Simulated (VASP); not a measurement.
# Os (P6_3/mmc) in VASP: a series of runs

Os is run at these levels: RPBE+D4; tasks: single point.

Everything below comes from runs of VASP 6.6.1. Logs are shortened: lines on timing, memory, paths and dates and some standing lists are left out, and cuts for length are marked.

## Step 1: The cell of the first run

The structure is hexagonal, space group P6_3/mmc (No. 194). Conventional cell: a = 2.716 Å, b = 2.716 Å, c = 4.291 Å, α = 90.00°, β = 90.00°, γ = 120.00°. Within 3.5 Å of Os (site symmetry -6m2) lie 12 Os at 2.66 to 2.72 Å.

## Step 2: Single point, RPBE+D4 (13.70 Å³/atom)

Contents of INCAR:

```
PREC = Accurate ; ENCUT = 520
EDIFF = 1E-6 ; ISMEAR = -1
SIGMA = 0.05 ; LREAL = F
LASPH = T ; NELM = 100
ALGO = Normal ; ISIF = 2
LWAVE = F ; LCHARG = T
GGA = RP ; IVDW = 13
LELF = T ; LVHAR = T
NBANDS = 15
```

Contents of KPOINTS:

```
Automatic mesh
0
Gamma
  11 11 6
```

Contents of POSCAR:

```
Os
1.0
    2.7157497827      0.0000000000      0.0000000000
   -1.3578748913      2.3519083021      0.0000000000
    0.0000000000      0.0000000000      4.2907078513
Os
2
Direct
    0.6666666667      0.3333333333      0.7500000000
    0.3333333333      0.6666666667      0.2500000000
```

Potentials or basis: VASP PAW PBE potentials, release 64 (Os).

Command:

```bash
> cat potpaw_PBE.64/Os/POTCAR > POTCAR
> mpirun -np 1 vasp_std > vasp.out
```

OUTCAR:

```text
PREC = Accurate
   ENCUT = 520
   EDIFF = 1E-6
   ISMEAR = -1
   LREAL = F
   LASPH = T
   NELM = 100
   ISIF = 2
   GGA = RP
   IVDW = 13

 ion  position               nearest neighbor table
   1  0.667  0.333  0.750-   2 2.66   2 2.66   2 2.66   2 2.66   2 2.66   2 2.66
   2  0.333  0.667  0.250-   1 2.66   1 2.66   1 2.66   1 2.66   1 2.66   1 2.66

  LATTYP: Found a hexagonal cell.
 ALAT       =     2.7157497827
 C/A-ratio  =     1.5799348963

  Lattice vectors:

 A1 = (   2.7157497827,   0.0000000000,   0.0000000000)
 A2 = (  -1.3578748913,   2.3519083021,   0.0000000000)
 A3 = (   0.0000000000,   0.0000000000,   4.2907078513)

Analysis of symmetry for initial positions (statically):
=====================================================================
 Subroutine PRICEL returns:
 Original cell was already a primitive cell.

 Routine SETGRP: Setting up the symmetry group for a
 hexagonal supercell.

 Subroutine GETGRP returns: Found 24 space group operations
 (whereof 12 operations were pure point group operations)
 out of a pool of 24 trial point group operations.

The static configuration has the point symmetry D_3d.
 The point group associated with its full space group is D_6h.

Analysis of symmetry for dynamics (positions and initial velocities):
=====================================================================
 Subroutine PRICEL returns:
 Original cell was already a primitive cell.

 Routine SETGRP: Setting up the symmetry group for a
 hexagonal supercell.

 Subroutine GETGRP returns: Found 24 space group operations
 (whereof 12 operations were pure point group operations)
 out of a pool of 24 trial point group operations.

The dynamic configuration has the point symmetry D_3d.
 The point group associated with its full space group is D_6h.

 Subroutine INISYM returns: Found 24 space group operations
 (whereof 12 operations are pure point group operations),
 and found     1 'primitive' translations

----------------------------------------------------------------------------------------

                                     Primitive cell

  volume of cell :      27.4056

  direct lattice vectors                    reciprocal lattice vectors
     2.715749783  0.000000000  0.000000000     0.368222436  0.212593322  0.000000000
    -1.357874891  2.351908302  0.000000000     0.000000000  0.425186645  0.000000000
     0.000000000  0.000000000  4.290707851     0.000000000  0.000000000  0.233061778

  length of vectors
     2.715749783  2.715749783  4.290707851     0.425186645  0.425186645  0.233061778

  position of ions in fractional coordinates (direct lattice)
     0.666666667  0.333333333  0.750000000
     0.333333333  0.666666667  0.250000000

  ion indices of the primitive-cell ions
   primitive index   ion index
                 1           1
                 2           2

----------------------------------------------------------------------------------------

 KPOINTS: Automatic mesh

Automatic generation of k-mesh.
 Grid dimensions read from file:
 generate k-points for:   11   11    6

 Generating k-lattice:

  Cartesian coordinates                     Fractional coordinates (reciprocal lattice)
     0.033474767  0.019326666  0.000000000     0.090909091  0.000000000  0.000000000
     0.000000000  0.038653331  0.000000000     0.000000000  0.090909091  0.000000000
     0.000000000  0.000000000  0.038843630     0.000000000  0.000000000  0.166666667

  Length of vectors
     0.038653331  0.038653331  0.038843630

  Shift w.r.t. Gamma in fractional coordinates (k-lattice)
     0.000000000  0.000000000  0.000000000

 Subroutine IBZKPT returns following result:
 ===========================================

 Found     64 irreducible k-points:

 Following reciprocal coordinates:
            Coordinates               Weight
  0.000000  0.000000  0.000000      1.000000
  0.090909  0.000000  0.000000      6.000000
  0.181818  0.000000  0.000000      6.000000
  0.272727  0.000000  0.000000      6.000000
  0.363636  0.000000  0.000000      6.000000
  0.454545 -0.000000  0.000000      6.000000
[... 16 lines left out ...]
  0.090909  0.090909  0.166667     12.000000
  0.181818  0.090909  0.166667     24.000000
 [... further k-points ...]
   k-points           NKPTS =     64   k-points in BZ     NKDIM =     64   number of bands    NBANDS=     15
   number of dos      NEDOS =    301   number of ions     NIONS =      2
   total plane-waves  NPLWV =  12800
   dimension x,y,z NGX =    20 NGY =   20 NGZ =   32
   dimension x,y,z NGXF=    40 NGYF=   40 NGZF=   64
   ions per type =               2
   NGX,Y,Z   is equivalent  to a cutoff of  12.24, 12.24, 12.40 a.u.
   NGXF,Y,Z  is equivalent  to a cutoff of  24.49, 24.49, 24.80 a.u.
 SYSTEM =  unknown system
   PREC   = accura    normal or accurate (medium, high low for compatibility)
   ISTART =      0    job   : 0-new  1-cont  2-samecut
   ICHARG =      2    charge: 1-file 2-atom 10-const
   ISPIN  =      1    spin polarized calculation?
   LNONCOLLINEAR =      F non collinear calculations
   LSORBIT =      F    spin-orbit coupling
   LASPH  =      T    aspherical Exc in radial PAW
   ENCUT  =  520.0 eV  38.22 Ry    6.18 a.u.   5.05  5.05  7.98*2*pi/ulx,y,z
   NELM   =    100;   NELMIN=  2; NELMDL= -5     # of ELM steps
   EDIFF  = 0.1E-05   stopping-criterion for ELM
   LREAL  =      F    real-space projection
   EDIFFG = 0.1E-04   stopping-criterion for IOM
   NSW    =      0    number of steps for IOM
   IBRION =     -1    ionic relax: 0-MD 1-quasi-New 2-CG
   NFREE  =      0    steps in history (QN), initial steepest desc. (CG)
   ISIF   =      2    stress and relaxation
   ISYM   =      2    0-nonsym 1-usesym 2-fastsym
   POTIM  = 0.5000    time-step for ionic-motion
   TEBEG  =    0.0;   TEEND  =   0.0 temperature during run
   PSTRESS=    0.0 pullay stress
   NELECT =      16.0000    total number of electrons
   NUPDOWN=      -1.0000    fix difference up-down
   EMIN   =  10.00;   EMAX   =-10.00  energy-range for DOS
   EFERMI =   0.00;   METHOD = LEGACY
   ISMEAR =    -1;   SIGMA  =   0.05  broadening in eV -4-tet -1-fermi 0-gaus
   EFERMI_NEDOS =   21; number of points for ismear=-14 and -15
   IALGO  =     38    algorithm
   IMIX   =      4    mixing-type and parameters
     AMIX     =   0.40;   BMIX     =  1.00
     AMIX_MAG =   1.60;   BMIX_MAG =  1.00
  volume/ion in A,a.u.               =      13.70        92.47
  Fermi-wavevector in a.u.,A,eV,Ry     =   1.368259  2.585635 25.471929  1.872134
  Thomas-Fermi vector in A             =   2.494239
   LORBIT       =      0    0 simple, 1 ext, 2 COOP (PROOUT), +10 PAW based schemes
   GGA     = RP    functional components
   LHFCALC =     F    Hartree Fock is set to
   AEXX    =    0.0000 exact exchange contribution
   IVDW    =    13    specifies the selected vdW correction
   LEPSILON=     F    determine dielectric tensor
   LRPA    =     F    only Hartree local field effects (RPA)
 non-spin polarized calculation
  energy-cutoff  :      520.00
  volume of cell :       27.41
 maximum number of plane-waves:       752
   NGX = 11   NGY = 11   NGZ = 15

 number of electron      15.9999998 magnetization

 Free energy of the ion-electron system (eV)
  ---------------------------------------------------
  ext. energy  EPLUGINS =         0.00000000
  ---------------------------------------------------
  free energy    TOTEN  =       -21.09938487 eV

  energy without entropy =      -21.08662775  energy(sigma->0) =      -21.09300631

 E-fermi :   9.8123     XC(G=0): -14.1502

 val. band max:        9.7910097656   @ k =   0.0909   0.0000   0.3333
 cond. band min:       9.8732056366   @ k =   0.3636   0.0909   0.3333
 fundamental gap:      0.0821958710
 Fermi energy:         9.8123331580

 k-point     1 :       0.0000    0.0000    0.0000
  band No.  band energies     occupation
      1      -1.2630      2.00000
      2       1.8732      2.00000
      3       6.7116      2.00000
      4       6.7116      2.00000
      5       6.9740      2.00000
      6       7.5825      2.00000
      7       7.5825      2.00000
      8       8.2497      2.00000
      9       8.2497      2.00000
     10       9.8777      0.42613
     11      11.5967      0.00000
     12      11.5967      0.00000
     13      19.1995      0.00000
     14      23.8500      0.00000
     15      26.5933      0.00000

 k-point     2 :       0.0909    0.0000    0.0000
  band No.  band energies     occupation
      1      -0.9231      2.00000
      2       2.1717      2.00000
      3       6.1405      2.00000
      4       7.0139      2.00000
      5       7.3430      2.00000
      6       7.5040      2.00000
      7       7.7578      2.00000
      8       7.8649      2.00000
      9       8.0116      2.00000
     10       8.7936      2.00000
     11      11.7620      0.00000
     12      13.2608      0.00000
     13      19.1721      0.00000
     14      24.5510      0.00000
     15      27.0266      0.00000

 k-point     3 :       0.1818    0.0000    0.0000
  band No.  band energies     occupation
      1       0.0137      2.00000
      2       2.8672      2.00000
      3       5.4762      2.00000
      4       6.2457      2.00000
      5       6.9140      2.00000
      6       7.4762      2.00000
      7       7.8891      2.00000
      8       8.1777      2.00000
      9       8.2660      2.00000
     10       8.6755      2.00000
     11      12.0974      0.00000
     12      15.7017      0.00000
     13      18.9856      0.00000
     14      25.7646      0.00000
     15      27.2668      0.00000

 k-point     4 :       0.2727    0.0000    0.0000
  band No.  band energies     occupation
      1       1.2525      2.00000
      2       3.1626      2.00000
      3       4.8174      2.00000
      4       5.4399      2.00000
      5       6.7759      2.00000
      6       6.9079      2.00000
      7       7.7490      2.00000
      8       9.2242      1.99998
      9       9.4369      1.99890
     10       9.8920      0.33757
     11      12.3943      0.00000
     12      18.1671      0.00000
     13      18.6438      0.00000
     14      23.4376      0.00000
     15      25.6835      0.00000
[... 307 lines left out ...]
 k-point    22 :       0.4545   -0.0000    0.1667
  band No.  band energies     occupation
      1       2.1158      2.00000
      2       2.6051      2.00000
      3       4.1083      2.00000
      4       5.2527      2.00000
      5       6.5069      2.00000
      6       7.7651      2.00000
      7       8.8713      2.00000
      8      11.6203      0.00000
      9      12.0099      0.00000
     10      12.5105      0.00000
     11      13.1671      0.00000
     12      16.1170      0.00000
     13      18.9125      0.00000
     14      21.1947      0.00000
     15      22.9683      0.00000

 k-point    23 :       0.0909    0.0909    0.1667
  band No.  band energies     occupation
      1       0.0341      2.00000
      2       2.7870      2.00000
      3       5.6234      2.00000
      4       6.0284      2.00000
      5       6.8198      2.00000
      6       7.1869      2.00000
      7       7.6737      2.00000
      8       8.0309      2.00000
      9       8.7645      2.00000
     10       8.8315      2.00000
     11      11.8916      0.00000
     12      13.9925      0.00000
     13      20.6739      0.00000
     14      25.1586      0.00000
     15      27.3142      0.00000

 k-point    24 :       0.1818    0.0909    0.1667
  band No.  band energies     occupation
      1       1.0848      2.00000
      2       3.5118      2.00000
      3       4.9469      2.00000
      4       5.1713      2.00000
      5       6.4566      2.00000
      6       7.0945      2.00000
      7       7.6947      2.00000
      8       8.6686      2.00000
      9       9.2972      1.99993
     10       9.6904      1.83934
     11      12.0579      0.00000
     12      15.5651      0.00000
     13      20.6333      0.00000
     14      25.2247      0.00000
     15      26.2687      0.00000

 [... further k-points ...]

------------------------ aborting loop because EDIFF is reached ----------------------------------------

  DFT-D4 for vdW energy calculation

  Edisp (eV):   -2.53101

  FORCE on cell =-STRESS in cart. coord.  units (eV):
  Direction    XX          YY          ZZ          XY          YZ          ZX
  --------------------------------------------------------------------------------------
  -------------------------------------------------------------------------------------
  Total       1.31650     1.31650     1.48560     0.00000    -0.00000     0.00000
  in kB      76.96491    76.96491    86.85089     0.00000    -0.00000     0.00000
  external pressure =       80.26 kB  Pullay stress =        0.00 kB

 VOLUME and BASIS-vectors are now :
 -----------------------------------------------------------------------------
  energy-cutoff  :      520.00
  volume of cell :       27.41
      direct lattice vectors                 reciprocal lattice vectors
     2.715749783  0.000000000  0.000000000     0.368222436  0.212593322  0.000000000
    -1.357874891  2.351908302  0.000000000     0.000000000  0.425186645  0.000000000
     0.000000000  0.000000000  4.290707851     0.000000000  0.000000000  0.233061778

 POSITION                                       TOTAL-FORCE (eV/Angst)
 -----------------------------------------------------------------------------------
      1.35787      0.78397      3.21803         0.000000      0.000000      0.000000
     -0.00000      1.56794      1.07268        -0.000000     -0.000000      0.000000
 -----------------------------------------------------------------------------------
    total drift:                                0.000000     -0.000000     -0.000000

  FREE ENERGIE OF THE ION-ELECTRON SYSTEM (eV)
  ---------------------------------------------------
  free  energy   TOTEN  =       -23.6303987940 eV

  energy  without entropy=      -23.6176416791  energy(sigma->0) =      -23.62402024
```

It took 48 s on 1 thread of AMD EPYC 7R13, shared host; peak memory 0.12 GiB.

What came out:

```
Free energy                : -23.6304 eV
Pressure                   : 8.0 GPa
Band gap on the k mesh     : zero (bands 8 and 9 overlap by 4.01 eV)
Dispersion energy per atom : -1.266 eV
```

Stress tensor (GPa, compression positive):
```
7.70 0.00 0.00
0.00 7.70 0.00
0.00 0.00 8.69
```

Caveat: the cell stands under pressure; the dispersion term is far too large for a dense solid, which distorts pressure and volume; the PAW data sets were made with another functional, which shifts forces and pressure a little; spin-orbit coupling is left out, which moves the levels of the heavy elements.

## Step 3: Single point, RPBE+D4 (13.98 Å³/atom)

This run uses another cell than the first one, of 13.98 Å³/atom.

Contents of INCAR:

```
SYSTEM = Os
PREC = Accurate
ENCUT = 520
EDIFF = 1E-6
ISMEAR = -1
SIGMA = 0.05
LREAL = .FALSE.
LASPH = .TRUE.
NELM = 100
ALGO = Normal
ISIF = 2
LWAVE = .FALSE.
LCHARG = .FALSE.
GGA = RP
IVDW = 13
NBANDS = 15
```

Contents of KPOINTS:

```
Automatic mesh
0
G
  11 11 6
  0 0 0
```

Contents of POSCAR:

```
Os
1.0
    2.7341000000      0.0000000000      0.0000000000
   -1.3670500000      2.3678000565      0.0000000000
    0.0000000000      0.0000000000      4.3197000000
Os
2
Direct
    0.6666666667      0.3333333333      0.7500000000
    0.3333333333      0.6666666667      0.2500000000
```

Potentials or basis: VASP PAW PBE potentials, release 64 (Os).

Command:

```bash
> cat potpaw_PBE.64/Os/POTCAR > POTCAR
> mpirun -np 1 vasp_std > vasp.out
```

It took 46 s on 1 thread of AMD EPYC 7R13, shared host; peak memory 0.12 GiB.

Results (log left out):

| Item | Value |
| --- | --- |
| Free energy | -23.6428 eV |
| Pressure | -1.0 GPa |
| Band gap on the k mesh | zero (bands 8 and 9 overlap by 3.89 eV) |
| Dispersion energy per atom | -1.241 eV |

Stress tensor (GPa, compression positive):
```
-1.15  0.00  0.00
 0.00 -1.15  0.00
 0.00  0.00 -0.79
```

Levels at points of the mesh, in eV from the Fermi level:
```
           k point  band 5  band 6  band 7  band 8  band 9  band 10  band 11  band 12
(0.00, 0.00, 0.00)   -2.75   -2.16   -2.16   -1.52   -1.52     0.06     1.73     1.73
(0.00, 0.00, 0.50)   -3.20   -3.20   -3.20   -3.20    0.94     0.94     0.94     0.94
```

Caveat: the dispersion term is far too large for a dense solid, which distorts pressure and volume; the PAW data sets were made with another functional, which shifts forces and pressure a little; spin-orbit coupling is left out, which moves the levels of the heavy elements.

## Step 4: Single point, RPBE+D4 (14.26 Å³/atom)

This run uses another cell than the first one, of 14.26 Å³/atom.

Contents of INCAR:

```
SYSTEM = Os
PREC = Accurate ; ENCUT = 520
EDIFF = 1E-6 ; ISMEAR = -1
SIGMA = 0.05 ; LREAL = .False.
LASPH = .True. ; NELM = 100
ALGO = Normal ; ISIF = 2
LWAVE = .False. ; LCHARG = .False.
GGA = RP ; IVDW = 13
NBANDS = 15
```

Contents of KPOINTS:

```
regular mesh
0
Gamma
  11 11 6
  0 0 0
```

Contents of POSCAR:

```
Os
1.0
    2.7522071502      0.0000000000      0.0000000000
   -1.3761035751      2.3834813086      0.0000000000
    0.0000000000      0.0000000000      4.3483081185
Os
2
Direct
    0.6666666667      0.3333333333      0.7500000000
    0.3333333333      0.6666666667      0.2500000000
```

Command:

```bash
> cat potpaw_PBE.64/Os/POTCAR > POTCAR
> mpirun -np 1 vasp_std > vasp.out
```

Wall time 44 s (1 thread of AMD EPYC 7R13, shared host); peak memory 0.12 GiB.

Results (log left out):

| Property | Result |
| --- | --- |
| Free energy | -23.6254 eV |
| Pressure | -9.1 GPa |
| Band gap on the k mesh | zero (bands 8 and 9 overlap by 3.76 eV) |
| Dispersion energy per atom | -1.217 eV |

Stress tensor (GPa, compression positive):
```
-9.00  0.00  0.00
 0.00 -9.00  0.00
 0.00  0.00 -9.20
```

Levels at points of the mesh, in eV from the Fermi level:
| k point | band 6 | band 7 | band 8 | band 9 | band 10 | band 11 |
| --- | --- | --- | --- | --- | --- | --- |
| (0.00, 0.00, 0.00) | -2.10 | -2.10 | -1.47 | -1.47 | 0.06 | 1.68 |
| (0.00, 0.00, 0.50) | -3.11 | -3.11 | -3.11 | 0.91 | 0.91 | 0.91 |

Caveat: the cell stands under tension; the dispersion term is far too large for a dense solid, which distorts pressure and volume; the PAW data sets were made with another functional, which shifts forces and pressure a little; spin-orbit coupling is left out, which moves the levels of the heavy elements.

## Step 5: Single point, RPBE+D4 (14.54 Å³/atom)

This run uses another cell than the first one, of 14.54 Å³/atom.

Contents of INCAR:

```
PREC = Accurate
ENCUT = 520
EDIFF = 1E-6
ISMEAR = -1
SIGMA = 0.05
LREAL = False
LASPH = True
NELM = 100
ALGO = Normal
ISIF = 2
LWAVE = False
LCHARG = False
GGA = RP
IVDW = 13
NBANDS = 15
```

Contents of KPOINTS:

```
regular mesh
0
Gamma
  11 11 6
```

Contents of POSCAR:

```
Os
1.0
    2.7700791260      0.0000000000      0.0000000000
   -1.3850395630      2.3989588936      0.0000000000
    0.0000000000      0.0000000000      4.3765446767
Os
2
Direct
    0.6666666667      0.3333333333      0.7500000000
    0.3333333333      0.6666666667      0.2500000000
```

Command:

```bash
> cat potpaw_PBE.64/Os/POTCAR > POTCAR
> mpirun -np 1 vasp_std > vasp.out
```

Wall time 70 s (1 thread of AMD EPYC 7R13, shared host); peak memory 0.14 GiB.

Results (log left out):

```
Free energy                : -23.5816 eV
Pressure                   : -16.2 GPa
Band gap on the k mesh     : zero (bands 8 and 9 overlap by 3.65 eV)
Dispersion energy per atom : -1.195 eV
```

Stress tensor (GPa, compression positive):
```
-15.95   0.00   0.00
  0.00 -15.95   0.00
  0.00   0.00 -16.66
```

Levels at points of the mesh, in eV from the Fermi level:
| k point | band 6 | band 7 | band 8 | band 9 | band 10 | band 11 |
| --- | --- | --- | --- | --- | --- | --- |
| (0.00, 0.00, 0.00) | -2.04 | -2.04 | -1.43 | -1.43 | 0.07 | 1.63 |
| (0.00, 0.00, 0.50) | -3.02 | -3.02 | -3.02 | 0.87 | 0.87 | 0.87 |

Caveat: the cell stands under tension; the dispersion term is far too large for a dense solid, which distorts pressure and volume; the PAW data sets were made with another functional, which shifts forces and pressure a little; spin-orbit coupling is left out, which moves the levels of the heavy elements.

(Part 1 of 2 ends here.)

The gap in the log of VASP goes by the Fermi energy; the results here count the filled bands.